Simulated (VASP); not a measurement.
A run of VASP 6.6.1 is set up as follows.

The input INCAR:

```
SYSTEM = Pd
PREC = Accurate
ENCUT = 520
EDIFF = 1E-6
ISMEAR = 0
SIGMA = 0.1
LREAL = .FALSE.
LASPH = .TRUE.
NELM = 60
ALGO = Normal
ISIF = 2
LWAVE = .FALSE.
LCHARG = .FALSE.
GGA = PE
NBANDS = 11
```

The input KPOINTS:

```
regular mesh
0
G
  6 6 8
  0 0 0
```

File POSCAR:

```
Pd
1.0
    1.3508400317     -2.3375022611      0.0000000000
    1.3508400317      2.3375022611      0.0000000000
    0.0000000000      0.0000000000      2.6313693702
Pd
1
Direct
    0.0000000000      0.0000000000      0.0000000000
```

Potentials or basis: VASP PAW PBE potentials, release 64 (Pd).

Run with:

```bash
$ cat potpaw_PBE.64/Pd/POTCAR > POTCAR
$ mpirun -np 1 vasp_std > vasp.out
```

Problem. Estimate the band gap on the k mesh.

Solution. Zero (bands 5 and 6 overlap by 2.03 eV).

Problem. Predict the pressure.

Solution. -0.3 GPa.

Stress tensor (GPa, compression positive):
```
-0.44  0.00  0.00
 0.00 -0.24  0.00
 0.00  0.00 -0.31
```

Caveat: the k points lie up to 0.45 Å⁻¹ apart, too coarse for converged energies and pressures of a metal.
